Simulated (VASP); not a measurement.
# C (Fmmm) in VASP: further runs, part 2 of 2

VASP 6.6.1. Earlier steps stand in the parts before.

**5. Single point, r2SCAN**

This run uses another cell than the first one, of the same volume but with other edges.

The input, POSCAR:

```
C
1.0
    0.0000000000      2.0604872342      3.5676362887
    1.1895995880      0.0000000000      3.5676362887
    1.1895995880      2.0604872342      0.0000000000
C
2
Direct
    0.1666700000      0.8333300000      0.1666700000
    0.8333300000      0.1666700000      0.8333300000
```

The input, INCAR.step1:

```
SYSTEM = C
PREC = Accurate ; ENCUT = 520
ISMEAR = 0 ; SIGMA = 0.05
LREAL = .False. ; LASPH = .True.
NELM = 60 ; NBANDS = 11
GGA = PE ; ALGO = Normal
EDIFF = 1E-4 ; LWAVE = .True.
LCHARG = .False.
```

The input, INCAR.step2:

```
SYSTEM = C
PREC = Accurate ; ENCUT = 520
EDIFF = 1E-7 ; ISMEAR = 0
SIGMA = 0.05 ; LREAL = .False.
LASPH = .True. ; NELM = 60
ALGO = Normal ; ISIF = 2
LWAVE = .False. ; LCHARG = .False.
METAGGA = R2SCAN ; LMIXTAU = .True.
NBANDS = 11 ; ISTART = 1
```

The input, KPOINTS:

```
regular mesh
0
Gamma
  14 14 14
  0 0 0
```

Run with:

```bash
cat potpaw_PBE.64/C/POTCAR > POTCAR
cp INCAR.step1 INCAR
mpirun -np 1 vasp_std > vasp.out
cp INCAR.step2 INCAR
mpirun -np 1 vasp_std > vasp.out
```

It took 2.3 min on 1 thread of Intel Xeon 6975P-C (Granite Rapids), shared host; peak memory 0.19 GiB.

Results (log left out):

```
Free energy            : -19.7180 eV
Pressure               : 29.9 GPa
Largest force          : 0.013 eV/Å
Band gap on the k mesh : 0.78 eV, indirect (least direct gap 0.90 eV)
```

Forces in eV/Å, atoms in the order of the input:
```
C    0.000  0.013  0.000
C    0.000 -0.013  0.000
```

Stress tensor (GPa, compression positive):
```
45.02  0.00  0.00
 0.00 45.02  0.00
 0.00  0.00 -0.32
```

Levels at points of the mesh, in eV from the valence-band top:
| k point | band 2 | band 3 | band 4 | band 5 | band 6 | band 7 |
| --- | --- | --- | --- | --- | --- | --- |
| (0.00, 0.00, 0.00) | -7.87 | -2.96 | -2.94 | 3.74 | 9.58 | 9.62 |
| (0.50, 0.00, 0.00) | -14.53 | -6.90 | -2.52 | 2.02 | 8.99 | 13.24 |
| (0.50, 0.50, 0.00) | -9.27 | -2.96 | -2.95 | 9.44 | 9.57 | 9.60 |
| (0.50, 0.00, 0.50) | -14.57 | -6.88 | -2.00 | 2.71 | 9.12 | 11.78 |
| (0.00, 0.50, 0.50) | -14.48 | -6.91 | -2.99 | 1.44 | 8.87 | 14.77 |

Caveat: the PAW data sets were made with another functional, which shifts forces and pressure a little.

**6. Single point, r2SCAN**

This run uses another cell than the first one, of the same volume but with other edges.

The input, POSCAR:

```
C
1.0
    0.0000000000      2.1561406074      3.2581139650
    1.2448240084      0.0000000000      3.2581139650
    1.2448240084      2.1561406074      0.0000000000
C
2
Direct
    0.1666700000      0.8333300000      0.1666700000
    0.8333300000      0.1666700000      0.8333300000
```

The input, INCAR.step1:

```
SYSTEM = C
ALGO = Normal ; EDIFF = 1E-4
ENCUT = 520 ; GGA = PE
ISMEAR = 0 ; LASPH = .True.
LCHARG = .False. ; LREAL = .False.
LWAVE = .True. ; NBANDS = 11
NELM = 60 ; PREC = Accurate
SIGMA = 0.05
```

The input, INCAR.step2:

```
SYSTEM = C
ALGO = Normal ; EDIFF = 1E-7
ENCUT = 520 ; ISIF = 2
ISMEAR = 0 ; ISTART = 1
LASPH = .True. ; LCHARG = .False.
LMIXTAU = .True. ; LREAL = .False.
LWAVE = .False. ; METAGGA = R2SCAN
NBANDS = 11 ; NELM = 60
PREC = Accurate ; SIGMA = 0.05
```

The input, KPOINTS:

```
k-points
0
Gamma
  14 14 14
  0 0 0
```

Potentials or basis: VASP PAW PBE potentials, release 64 (C).

Run with:

```bash
cat potpaw_PBE.64/C/POTCAR > POTCAR
cp INCAR.step1 INCAR
mpirun -np 1 vasp_std > vasp.out
cp INCAR.step2 INCAR
mpirun -np 1 vasp_std > vasp.out
```

It took 3.1 min on 1 thread of Intel Xeon 6975P-C (Granite Rapids), shared host; peak memory 0.19 GiB.

It converged, with:

```
Free energy            : -19.8372 eV
Pressure               : -9.8 GPa
Largest force          : 0.036 eV/Å
Band gap on the k mesh : 0.18 eV, indirect (least direct gap 0.24 eV)
```

Forces on the atoms (eV/Å):
```
C    0.000  0.036  0.000
C    0.000 -0.036  0.000
```

Stress tensor (GPa, compression positive):
```
-16.43   0.00   0.00
  0.00 -16.52   0.00
  0.00   0.00   3.54
```

Levels at points of the mesh, in eV from the valence-band top:
| k point | band 1 | band 2 | band 3 | band 4 | band 5 | band 6 | band 7 | band 8 |
| --- | --- | --- | --- | --- | --- | --- | --- | --- |
| (0.00, 0.00, 0.00) | -20.96 | -6.83 | -3.50 | -3.46 | 4.63 | 8.17 | 8.27 | 11.60 |
| (0.50, 0.00, 0.00) | -15.44 | -14.09 | -6.97 | -2.74 | 1.45 | 7.07 | 12.96 | 14.39 |
| (0.50, 0.50, 0.00) | -20.58 | -9.19 | -3.51 | -3.48 | 8.12 | 8.22 | 11.80 | 11.82 |
| (0.50, 0.00, 0.50) | -15.58 | -14.20 | -6.93 | -1.76 | 2.46 | 7.34 | 11.58 | 11.72 |
| (0.00, 0.50, 0.50) | -15.28 | -13.97 | -7.01 | -3.57 | 0.61 | 6.83 | 14.36 | 18.86 |

Caveat: the PAW data sets were made with another functional, which shifts forces and pressure a little. A k mesh can miss the band edges.

**7. Single point, r2SCAN**

This run uses another cell than the first one, of the same volume but with other edges.

The input, POSCAR:

```
C
1.0
    0.0000000000      2.2912412928      2.8852189369
    1.3228228997      0.0000000000      2.8852189369
    1.3228228997      2.2912412928      0.0000000000
C
2
Direct
    0.1666700000      0.8333300000      0.1666700000
    0.8333300000      0.1666700000      0.8333300000
```

The input, INCAR.step1:

```
ALGO = Normal ; EDIFF = 1E-4
ENCUT = 520 ; GGA = PE
ISMEAR = 0 ; LASPH = T
LCHARG = F ; LREAL = F
LWAVE = T ; NBANDS = 11
NELM = 80 ; PREC = Accurate
SIGMA = 0.05
```

The input, INCAR.step2:

```
ALGO = Normal ; EDIFF = 1E-6
ENCUT = 520 ; ISIF = 2
ISMEAR = 0 ; ISTART = 1
LASPH = T ; LCHARG = F
LMIXTAU = T ; LREAL = F
LWAVE = F ; METAGGA = R2SCAN
NBANDS = 11 ; NELM = 80
PREC = Accurate ; SIGMA = 0.05
```

The input, KPOINTS:

```
k-points
0
Gamma
  14 14 14
```

Run with:

```bash
cat potpaw_PBE.64/C/POTCAR > POTCAR
cp INCAR.step1 INCAR
mpirun -np 1 vasp_std > vasp.out
cp INCAR.step2 INCAR
mpirun -np 1 vasp_std > vasp.out
```

It took 1.7 min on 1 thread of Intel Xeon 6975P-C (Granite Rapids), shared host; peak memory 0.18 GiB.

Results (log left out):

```
Free energy            : -19.0549 eV
Pressure               : -48.1 GPa
Largest force          : 0.027 eV/Å
Band gap on the k mesh : zero (band 4 reaches 5.10 eV, above the bottom of band 5 at 4.66 eV)
```

Forces on the atoms (eV/Å):
```
C    0.000 -0.027  0.000
C    0.000  0.027  0.000
```

Stress tensor (GPa, compression positive):
```
-78.42   0.00   0.00
  0.00 -81.78   0.00
  0.00   0.00  15.93
```

Levels at points of the mesh, in eV from the Fermi level:
| k point | band 1 | band 2 | band 3 | band 4 | band 5 | band 6 | band 7 | band 8 | band 9 |
| --- | --- | --- | --- | --- | --- | --- | --- | --- | --- |
| (0.00, 0.00, 0.00) | -19.81 | -4.56 | -3.54 | -3.39 | 6.91 | 7.12 | 7.28 | 8.31 | 9.20 |
| (0.50, 0.00, 0.00) | -14.80 | -13.04 | -6.45 | -2.42 | 1.31 | 5.26 | 13.14 | 16.12 | 16.85 |
| (0.50, 0.50, 0.00) | -18.88 | -8.77 | -3.62 | -3.47 | 6.85 | 7.00 | 7.97 | 9.72 | 16.04 |
| (0.50, 0.00, 0.50) | -15.17 | -13.31 | -6.30 | -0.48 | 2.62 | 5.86 | 12.39 | 12.54 | 16.92 |
| (0.00, 0.50, 0.50) | -14.38 | -12.71 | -6.59 | -4.00 | 0.08 | 4.75 | 14.66 | 16.78 | 17.52 |

Caveat: the PAW data sets were made with another functional, which shifts forces and pressure a little.

**8. The runs side by side**

| cell | gap on the mesh (eV) | pressure (GPa) | largest force (eV/Å) |
| --- | --- | --- | --- |
| a = 4.278, b = 3.953, c = 2.311 Å, angles 81.6, 66.1, 32.3°, 2 atoms | 1.09 | 60.2 | - |
| a = 4.043, b = 3.664, c = 2.416 Å, angles 80.5, 63.4, 36.1°, 2 atoms | 0.59 | 15.3 | 0.02 |
| a = 3.849, b = 3.409, c = 2.525 Å, angles 79.3, 60.5, 40.1°, 2 atoms | none | -20.3 | 0.03 |
| a = 4.120, b = 3.761, c = 2.379 Å, angles 80.9, 64.3, 34.8°, 2 atoms | 0.78 | 29.9 | 0.01 |
| a = 3.907, b = 3.488, c = 2.490 Å, angles 79.7, 61.4, 38.8°, 2 atoms | 0.18 | -9.8 | 0.04 |
| a = 3.684, b = 3.174, c = 2.646 Å, angles 78.0, 57.4, 44.6°, 2 atoms | none | -48.1 | 0.03 |

Alike in all rows: task single point; level r2SCAN; potentials or basis VASP PAW PBE potentials, release 64 (C); no spin polarisation; k mesh 14 × 14 × 14; cutoff (eV) 520; smearing gaussian 0.05 eV.

Caveats: the PAW data sets were made with another functional, which shifts forces and pressure a little.

Absolute energies hang on the potentials; compare differences alone.
